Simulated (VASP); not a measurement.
**Ti: single point with PBEsol**

Crystal: Ti.

```
CELL_PARAMETERS angstrom
-1.60512 1.60512 -1.60512
-1.60512 -1.60512 1.60512
0.00000 7.22302 5.61791
ATOMIC_POSITIONS crystal
Ti 0.78125 0.21875 0.87500
Ti 0.46875 0.53125 0.12500
Ti 0.90625 0.09375 0.37500
Ti 0.34375 0.65625 0.62500
```

This cell differs from its parent crystal: the part above a cut slid along it.

```yaml
Program: VASP 6.6.1
Task: single point
Functional: PBEsol
Potentials_or_basis: VASP PAW PBE potentials, release 64 (Ti_sv)
Cutoff: 520 eV
k_mesh: 22 × 22 × 7
Occupations: gaussian, width 0.15 eV
Spin: no spin polarisation
Dipole_correction: no
Further_INCAR_settings: ALGO = Fast; EDIFF = 1e-06; NBANDS = 32
```

| Item | Value |
| --- | --- |
| Pressure | -0.3 GPa |
| Largest force | 0.696 eV/Å |
| Band gap on the k mesh | zero (bands 24 and 25 overlap by 1.09 eV) |

Forces in eV/Å, atoms in the order of the input:
```
Ti   0.000  0.003 -0.696
Ti   0.000 -0.003  0.696
Ti   0.000 -0.137 -0.164
Ti   0.000  0.137  0.164
```

Stress tensor (GPa, compression positive):
```
-2.30  0.00  0.00
 0.00 -1.34 -1.23
 0.00 -1.23  2.83
```

Levels at points of the mesh, in eV from the Fermi level:
```
           k point  band 20  band 21  band 22  band 23  band 24  band 25  band 26  band 27  band 28  band 29
(0.00, 0.00, 0.00)    -2.52    -0.39    -0.13     0.15     0.30     0.44     0.79     1.00     1.31     1.38
(0.50, 0.00, 0.00)    -1.68    -1.40    -0.57    -0.32    -0.23    -0.16     0.09     0.98     1.87     2.39
(0.50, 0.50, 0.00)    -1.84    -1.72    -1.06    -0.54    -0.43     0.89     1.12     1.23     1.30     2.54
```

Run time: 2.8 h on 1 thread of Oxide Virtual Turin-like Processor, on a shared host, peak memory 1.2 GiB.

Caveat: the cell differs from its parent crystal (the part above a cut slid along it); the stress differs along the axes, from -2 to 3 GPa; the PAW data sets were made with another functional, which shifts forces and pressure a little.
